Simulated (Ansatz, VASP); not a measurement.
**One calculation of NaCl, two programs**

POSCAR

```
NaCl
1.0
    3.4595458649      0.0000000000      0.0000000000
    0.0000000000      3.4595458649      0.0000000000
    0.0000000000      0.0000000000      3.4595458649
Na Cl
1 1
Direct
    0.0000000000      0.0000000000      0.0000000000
    0.5000000000      0.5000000000      0.5000000000
```

File INCAR.step1:

```
SYSTEM = NaCl
PREC = Accurate
ENCUT = 520
EDIFF = 1E-5
ISMEAR = 0
SIGMA = 0.01
LREAL = .False.
LASPH = .True.
NELM = 100
ALGO = Normal
ISIF = 2
LWAVE = .True.
GGA = PE
NBANDS = 14
```

File INCAR.step2:

```
SYSTEM = NaCl
PREC = Accurate
ENCUT = 520
EDIFF = 1E-6
ISMEAR = 0
SIGMA = 0.01
LREAL = .False.
LASPH = .True.
NELM = 100
ALGO = Normal
ISIF = 2
LWAVE = .False.
LCHARG = .True.
GGA = PE
LHFCALC = .True.
AEXX = 0.1
HFSCREEN = 0.3
PRECFOCK = Normal
LELF = .True.
LVHAR = .True.
ISTART = 1
NBANDS = 14
```

The input KPOINTS:

```
regular mesh
0
Gamma
  4 4 4
  0 0 0
```

Input for Ansatz:

```yaml
crystal:
  lattice:
    - [3.4595458649, 0.0, 0.0]
    - [0.0, 3.4595458649, 0.0]
    - [0.0, 0.0, 3.4595458649]
  atoms:
    - { symbol: Na, position: [0.0, 0.0, 0.0] }
    - { symbol: Cl, position: [0.5, 0.5, 0.5] }
kpoints:
  mp_grid: { grid: [4, 4, 4] }
hamiltonian:
  xc: { exchange: pbe, correlation: pbe, exx: { coeff: 0.1, omega: 0.3 } }
scf:
  occupations: { method: fixed }
  n_extra_bands: 4
output:
  forces: true
  stress: true
  eigenvalues: true
```

Alike in both runs: task single point; functional PBE-based screened hybrid; k mesh 4 × 4 × 4; no spin polarisation.

|  | VASP | Ansatz |
| --- | --- | --- |
| version | VASP 6.6.1 | Ansatz 0.2.0 |
| potentials or method | VASP PAW PBE potentials, release 64 (Na_pv, Cl) | plane waves |
| plane-wave cutoff (eV) | 520 | 420 |
| occupations | gaussian, width 0.01 eV | fixed |
| valence electrons in the cell | 14 | 16 |

```csv
,VASP,Ansatz,Ansatz less VASP
gap on the k mesh at the Fermi level (eV),4.53,4.53,+0.004
pressure (GPa),1.0,1.0,-0.01
```

VASP's potentials were made for PBE, not for PBE-based screened hybrid. VASP's potentials hold 14 valence electrons a cell and Ansatz's 16, so a difference there can come from the potentials and not from the codes. Ansatz's warnings: stress exchange threshold loose, stress scf threshold loose.

The k mesh is coarse, so the values compare programs but aren't converged.
